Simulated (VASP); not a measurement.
Mg8HO8 (a cell with a defect), 17 atoms in the cell. The cell holds a defect, 17 atoms: a = 6.034 Å, b = 6.034 Å, c = 6.034 Å, α = 60.00°, β = 60.00°, γ = 60.00°. 

* Program: VASP 6.6.1
* Task: single point
* Functional: PBE
* Dispersion: D3(BJ)
* Potentials or basis: VASP PAW PBE potentials, release 64 (Mg, O, H)
* Cutoff: 520 eV
* k mesh: 3 × 3 × 3
* Occupations: gaussian, width 0.02 eV
* Spin: no spin polarisation
* Dipole correction: no
* Charge: 1
* Further INCAR settings: LREAL = Auto; ALGO = Normal; EDIFF = 1e-06; NBANDS = 46; NELECT = 64.0

Potentials or basis: VASP PAW PBE potentials, release 64 (Mg, O, H).

Launch:

```bash
$ cat potpaw_PBE.64/Mg/POTCAR potpaw_PBE.64/O/POTCAR potpaw_PBE.64/H/POTCAR > POTCAR
$ mpirun -np 1 vasp_std > vasp.out
```

Hardware: 1 thread of Intel(R) Xeon(R) 6975P-C (Granite Rapids), on a shared host.

Q: Estimate the wall time of this run.

A: Wall time 2.2 min on 1 thread of Intel(R) Xeon(R) 6975P-C (Granite Rapids), on a shared host, peak memory 0.35 GiB. Counts: scf iterations 15, k points 14.
